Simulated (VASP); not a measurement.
MgO:

```xyz
2
Lattice="0.0000 2.1022 2.0601 2.1022 0.0000 2.0601 2.1022 2.1022 0.0000" Properties=species:S:1:pos:R:3 pbc="T T T"
Mg    0.0000    0.0000    0.0000
O     2.1022    2.1022    2.0601
```

This cell differs from its parent crystal: uniaxial z strain -2.0%.

Base run:

| Quantity | Value |
| --- | --- |
| Program | VASP 6.6.1 |
| Functional | HSE06 |
| Potentials or basis | VASP PAW PBE potentials, release 64 (Mg, O) |
| Cutoff | 520 eV |
| k mesh | 8 × 8 × 8 |
| Occupations | gaussian, width 0.01 eV |
| Spin | no spin polarisation |

Its results: band gap on the k mesh 6.69 eV; pressure 3.0 GPa.

The run is repeated on the same cell with these changes: functional from HSE06 to r2SCAN; k mesh from 8 × 8 × 8 to 10 × 10 × 10. What comes out?

Band gap on the k mesh 5.85 eV; pressure 2.5 GPa.

Several settings changed at once.

Caveats: the PAW data sets were made with another functional, which shifts forces and pressure a little; the cell stands under pressure (at least some runs).

